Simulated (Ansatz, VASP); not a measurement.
# Two plane-wave programs on BiP

```
Bi P
1.0
     3.47446    0.00000    0.00000
     0.00000    3.47446    0.00000
     0.00000    0.00000    4.19845
Bi P
1 1
Direct
  0.00000 0.00000 0.70602
  0.00000 0.00000 0.16804
```

Alike in both runs: task single point; functional PBE; k mesh 6 × 6 × 4; occupations gaussian, width 0.1 eV; no spin polarisation.

```csv
,VASP,Ansatz
version,VASP 6.6.1,Ansatz 0.2.0
potentials or method,"VASP PAW PBE potentials, release 64 (Bi_d, P), cutoff 500 eV","scalar-relativistic, plane waves, PAW"
valence electrons in the cell,20,20
```

```csv
,VASP,Ansatz,Ansatz less VASP
gap on the k mesh at the Fermi level (eV),none,none,-
rms of the force components (eV/Å),6.832,7.031,+0.1985
```

Atom by atom the forces differ by 0.199 eV/Å (rms over components). A gap of «none» marks a metal or a gap that the smearing closes.

The k mesh is coarse, so the values compare programs but aren't converged. Spin-orbit coupling is off throughout.
